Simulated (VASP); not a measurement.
PbSe: single point with r2SCAN

Crystal: PbSe.

```
Pb Se
1.0
     5.17413    0.00000    0.00000
    -2.58707    4.48093    0.00000
     0.00000    0.00000    6.21328
Pb Se
2 2
Cartesian
  0.0000 2.9873 1.5533
  2.5871 1.4936 4.6600
  2.5871 1.4936 1.5533
  0.0000 2.9873 4.6600
```

```json
{"Program": "VASP 6.6.1", "Task": "single point", "Functional": "r2SCAN", "Potentials or basis": "VASP PAW PBE potentials, release 64 (Pb_d, Se)", "Cutoff": "520 eV", "k mesh": "2 × 2 × 2", "Occupations": "gaussian, width 0.01 eV", "Spin": "no spin polarisation", "Dipole correction": "no", "Further INCAR settings": "ALGO = Normal; EDIFF = 1e-06; NBANDS = 28"}
```

```
Pressure               : -0.8 GPa
Band gap on the k mesh : 2.38 eV (least direct gap 2.40 eV)
```

Stress tensor (GPa, compression positive):
```
-3.24  0.00  0.00
 0.00 -3.24  0.00
 0.00  0.00  4.13
```

Levels at points of the mesh, in eV from the valence-band top:
```
           k point  band 18  band 19  band 20  band 21  band 22  band 23
(0.00, 0.00, 0.00)    -1.17    -1.17    -1.14     2.66     2.66     4.14
(0.50, 0.00, 0.00)    -1.57    -1.45     0.00     3.61     4.11     5.04
(0.00, 0.00, 0.50)    -1.78    -0.69    -0.69     3.05     3.05     3.05
(0.50, 0.00, 0.50)    -1.14    -0.03    -0.03     2.38     2.38     3.86
```

It took 56 s on 1 thread of Intel(R) Xeon(R) Platinum 8559C (Emerald Rapids), with other jobs on the host, peak memory 0.28 GiB.

Caveat: the k points lie up to 0.70 Å⁻¹ apart; the PAW data sets were made with another functional, which shifts forces and pressure a little; spin-orbit coupling is left out, which moves the levels of the heavy elements. A k mesh can miss the band edges.
